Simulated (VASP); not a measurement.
A run of VASP 6.6.1:

Contents of INCAR:

```
SYSTEM = LiF
PREC = Accurate
ENCUT = 520
EDIFF = 1E-6
ISMEAR = -1
SIGMA = 0.03
LREAL = .False.
LASPH = .True.
NELM = 60
ALGO = Normal
ISIF = 2
LWAVE = .False.
LCHARG = .True.
GGA = PE
LELF = .True.
LVHAR = .True.
NBANDS = 12
```

Contents of KPOINTS:

```
regular mesh
0
Gamma
  10 10 10
  0 0 0
```

File POSCAR:

```
LiF
1.0
    0.0000000000      1.9970748301      1.9970748301
    1.9970748301      0.0000000000      1.9970748301
    1.9970748301      1.9970748301      0.0000000000
Li F
1 1
Direct
    0.0000000000      0.0000000000      0.0000000000
    0.5000000000      0.5000000000      0.5000000000
```

Potentials or basis: VASP PAW PBE potentials, release 64 (Li_sv, F).

Launch:

```console
$ cat potpaw_PBE.64/Li_sv/POTCAR potpaw_PBE.64/F/POTCAR > POTCAR
$ mpirun -np 1 vasp_std > vasp.out
```

Hardware: 1 thread of Intel(R) Xeon(R) 6975P-C (Granite Rapids) (shared host).

**Question.** How long does it take, and how much memory?

**Answer.** Run time: 3.9 s on 1 thread of Intel(R) Xeon(R) 6975P-C (Granite Rapids) (shared host), peak memory 0.13 GiB. Counts: scf iterations 12, k points 47.
